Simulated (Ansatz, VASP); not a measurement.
## One calculation of Si, two programs

The input POSCAR:

```
Si
1.0
    0.0000000000      2.7221197381      2.7221197381
    2.7221197381      0.0000000000      2.7221197381
    2.7221197381      2.7221197381      0.0000000000
Si
2
Direct
    0.2500000000      0.2500000000      0.2500000000
    0.0000000000      0.0000000000      0.0000000000
```

Contents of INCAR.step1:

```
SYSTEM = Si
  ALGO = Normal
  EDIFF = 1E-5
  ENCUT = 520
  GGA = PE
  ISIF = 2
  ISMEAR = 0
  LASPH = .True.
  LCHARG = .False.
  LREAL = .False.
  LWAVE = .True.
  NBANDS = 11
  NELM = 60
  PREC = Accurate
  SIGMA = 0.01
```

Contents of INCAR.step2:

```
SYSTEM = Si
  AEXX = 0.15
  ALGO = Normal
  EDIFF = 1E-6
  ENCUT = 520
  GGA = PE
  ISIF = 2
  ISMEAR = 0
  ISTART = 1
  LASPH = .True.
  LCHARG = .False.
  LHFCALC = .True.
  LREAL = .False.
  LWAVE = .False.
  NBANDS = 11
  NELM = 60
  PREC = Accurate
  PRECFOCK = Normal
  SIGMA = 0.01
```

Contents of KPOINTS:

```
k-points
0
Gamma
  4 4 4
  0 0 0
```

Input for Ansatz:

```yaml
crystal:
  lattice:
    - [0.0, 2.7221197381, 2.7221197381]
    - [2.7221197381, 0.0, 2.7221197381]
    - [2.7221197381, 2.7221197381, 0.0]
  atoms:
    - { symbol: Si, position: [0.25, 0.25, 0.25] }
    - { symbol: Si, position: [0.0, 0.0, 0.0] }
kpoints:
  mp_grid: { grid: [4, 4, 4] }
hamiltonian:
  xc: { exchange: pbe, correlation: pbe, exx: { coeff: 0.15 } }
scf:
  occupations: { method: fixed }
  n_extra_bands: 4
output:
  forces: true
  stress: true
  eigenvalues: true
```

Alike in both runs: task single point; functional PBE-based global hybrid; k mesh 4 × 4 × 4; no spin polarisation.

```csv
,VASP,Ansatz
version,VASP 6.6.1,Ansatz 0.2.0
potentials or method,"VASP PAW PBE potentials, release 64 (Si)",plane waves
plane-wave cutoff (eV),520,420
occupations,"gaussian, width 0.01 eV",fixed
valence electrons in the cell,8,8
```

|  | VASP | Ansatz | Ansatz less VASP |
| --- | --- | --- | --- |
| gap on the k mesh at the Fermi level (eV) | 1.52 | 1.48 | -0.040 |
| pressure (GPa) | 0.6 | 0.9 | +0.28 |

VASP's potentials were made for PBE, not for PBE-based global hybrid. Ansatz's warnings: stress exchange threshold loose, stress scf threshold loose.

The k mesh is coarse, so the values compare programs but aren't converged.
